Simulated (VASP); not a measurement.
Wanted: the native input for a VASP 6.6.1 run.

| Property | Result |
| --- | --- |
| Task | single point |
| Functional | PBE |
| Dispersion | D3(BJ) |
| Potentials or basis | VASP PAW PBE potentials, release 64 (Sn_d, O) |
| Cutoff | 520 eV |
| k mesh | 7 × 7 × 1 |
| Occupations | gaussian, width 0.05 eV |
| Spin | no spin polarisation |
| Dipole correction | yes |
| Further INCAR settings | ALGO = Normal; EDIFF = 1e-06; NBANDS = 50 |

The structure of SnO lies in POSCAR:

```
SnO
1.0
    3.8201526697      0.0002954396      0.0000000000
   -0.0003145245      3.8201526682      0.0000000000
    0.0000000000      0.0000000000     22.2260755522
Sn O
4 4
Direct
    0.9999453086      0.9999453086      0.2024648926
    0.4999453086      0.4999453086      0.3087831570
    0.7499453086      0.9999453086      0.4887519504
    1.2499453086      1.4999453086      0.5950702148
    0.9999461247      0.4999461247      0.2556240248
    0.4999461247      0.9999461247      0.2556240248
    0.7499444925      1.4999444925      0.5419110826
    1.2499444925      0.9999444925      0.5419110826
```

This cell differs from its parent crystal: layers slid over each other.

One way to write it, as run:

INCAR

```
SYSTEM = SnO
PREC = Accurate
ENCUT = 520
EDIFF = 1E-6
ISMEAR = 0
SIGMA = 0.05
LREAL = .FALSE.
LASPH = .TRUE.
NELM = 60
ALGO = Normal
ISIF = 2
LWAVE = .FALSE.
LCHARG = .FALSE.
LDIPOL = .TRUE.
IDIPOL = 3
DIPOL = 0.5 0.5 0.399
GGA = PE
IVDW = 12
NBANDS = 50
```

KPOINTS

```
Automatic mesh
0
G
  7 7 1
  0 0 0
```

Potentials or basis: VASP PAW PBE potentials, release 64 (Sn_d, O).

Command:

```sh
$ cat potpaw_PBE.64/Sn_d/POTCAR potpaw_PBE.64/O/POTCAR > POTCAR
$ mpirun -np 1 vasp_std > vasp.out
```

Results of the run:

```yaml
Largest_force: 0.163 eV/Å
Band_gap_on_the_k_mesh: 2.51 eV (least direct gap 2.54 eV)
Dispersion_energy_per_atom: -0.157 eV
```

Caveat: the cell differs from its parent crystal (layers slid over each other); spin-orbit coupling is left out, which moves the levels of the heavy elements.

It took 3.6 min on 1 thread of Intel(R) Xeon(R) 6975P-C (Granite Rapids) (shared host), peak memory 0.44 GiB.
